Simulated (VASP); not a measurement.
**Si: single point with r2SCAN**

Crystal: Si.

```
Si
1.0
    -1.65885   -1.65885    1.27634
    -1.65885    1.65885    1.27634
    -3.31769    0.00000   -2.55267
Si
2
Cartesian
  -3.3641 0.0000 0.0185
  0.0464 0.0000 -0.0185
```

This cell differs from its parent crystal: atoms displaced along a vibrational mode.

| Quantity | Value |
| --- | --- |
| Program | VASP 6.6.1 |
| Task | single point |
| Functional | r2SCAN |
| Potentials or basis | VASP PAW PBE potentials, release 64 (Si) |
| Cutoff | 520 eV |
| k mesh | 24 × 24 × 16 |
| Occupations | gaussian, width 0.15 eV |
| Spin | no spin polarisation |
| Dipole correction | no |
| Further INCAR settings | ALGO = Normal; EDIFF = 1e-06; NBANDS = 11 |

```yaml
Pressure: 0.2 GPa
Largest_force: 0.032 eV/Å
Band_gap_on_the_k_mesh: zero (bands 4 and 5 overlap by 8.96 eV)
```

Forces in eV/Å, atoms in the order of the input:
```
Si   0.030  0.000 -0.009
Si  -0.030  0.000  0.009
```

Stress tensor (GPa, compression positive):
```
-0.08  0.00 -0.06
 0.00  0.06  0.00
-0.06  0.00  0.70
```

Levels at points of the mesh, in eV from the Fermi level:
```csv
k point,band 1,band 2,band 3,band 4,band 5,band 6,band 7,band 8
"(0.00, 0.00, 0.00)",-15.61,-6.79,-5.96,5.00,6.32,6.69,9.36,9.80
"(0.50, 0.00, 0.00)",-9.96,-9.80,-3.22,-2.92,1.40,1.53,7.48,7.52
"(0.50, 0.50, 0.00)",-6.79,-5.97,-3.08,-3.06,-2.25,1.08,5.02,6.08
"(0.00, 0.00, 0.50)",-13.37,-13.16,4.48,4.48,5.32,5.63,7.32,7.74
"(0.50, 0.00, 0.50)",-9.39,-8.03,-6.79,-5.94,5.03,6.32,6.68,9.82
"(0.50, 0.50, 0.50)",-6.58,-6.54,-2.06,-1.63,-1.03,-0.77,1.56,1.71
```

Run time: 25 min on 1 thread of Oxide Virtual Turin-like Processor, on a shared host, peak memory 0.59 GiB.

Caveat: the cell differs from its parent crystal (atoms displaced along a vibrational mode); the PAW data sets were made with another functional, which shifts forces and pressure a little.
